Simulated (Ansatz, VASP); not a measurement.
## CdS: VASP beside Ansatz

```
Cd S
1.0
     4.06528    0.00000    0.00000
    -2.03264    3.52064    0.00000
     0.00000    0.00000    6.59947
Cd S
2 2
Direct
  0.66667 0.33333 0.50000
  0.33333 0.66667 0.00000
  0.66667 0.33333 0.87500
  0.33333 0.66667 0.37500
```

Alike in both runs: task single point; functional RPBE; dispersion D4; k mesh 7 × 7 × 4; occupations fermi-dirac, width 0.05 eV; no spin polarisation.

```csv
,VASP,Ansatz
version,VASP 6.6.1,Ansatz 0.2.0
potentials or method,"VASP PAW PBE potentials, release 64 (Cd, S)",Ansatz PAW
plane-wave cutoff (eV),520,420
valence electrons in the cell,36,52
```

Ansatz gave:

```
gap on the k mesh at the Fermi level (eV)                     : 1.52
least direct gap on the mesh (eV)                             : 1.52
pressure (GPa)                                                : 3.9
traceless stress, the component that is largest in VASP (GPa) : 0.51
rms of the force components (eV/Å)                            : 0.051
```

**Question.** What did VASP give for the same quantities?

**Answer.** gap on the k mesh at the Fermi level (eV): 1.53; least direct gap on the mesh (eV): 1.53; pressure (GPa): 4.4; traceless stress, the component that is largest in VASP (GPa): 0.53; rms of the force components (eV/Å): 0.051.

VASP's potentials were made for PBE, not for RPBE. Atom by atom the forces differ by 0.000 eV/Å (rms over components). VASP's potentials hold 36 valence electrons a cell and Ansatz's 52, so a difference there can come from the potentials and not from the codes.

Noted on Ansatz's run: odd divisions of the mesh miss points on the zone boundary, where band edges often lie, so the gap on the mesh can be too wide.
